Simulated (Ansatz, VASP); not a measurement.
## One calculation of InAs3, two programs

```
In As
1.0
     4.44822    0.00000    0.00000
     0.00000    4.44822    0.00000
     0.00000    0.00000    4.31081
In As
1 3
Direct
  0.00000 0.00000 0.00000
  0.50000 0.50000 0.00000
  0.00000 0.50000 0.50000
  0.50000 0.00000 0.50000
```

Change from the starting cell: species swapped into the Zr3Ag type (P4/mmm, No. 123).

Alike in both runs: functional PBE; k mesh 4 × 4 × 4; occupations gaussian, width 0.1 eV; no spin polarisation.

Ansatz relaxed the structure, and its values are those at the end. VASP's run is a single point on that final structure, the one shown.

```csv
,VASP,Ansatz
version,VASP 6.6.1,Ansatz 0.2.0
potentials or method,"VASP PAW PBE potentials, release 64 (In_d, As), cutoff 520 eV","scalar-relativistic, plane waves, PAW"
valence electrons in the cell,28,58
```

|  | VASP | Ansatz | Ansatz less VASP |
| --- | --- | --- | --- |
| gap on the k mesh at the Fermi level (eV) | none | none | - |
| pressure (GPa) | 0.1 | 0.1 | -0.03 |

A gap of «none» marks a metal or a gap that the smearing closes. VASP's potentials hold 28 valence electrons a cell and Ansatz's 58, so a difference there can come from the potentials and not from the codes.

The k mesh is coarse, so the values compare programs but aren't converged.
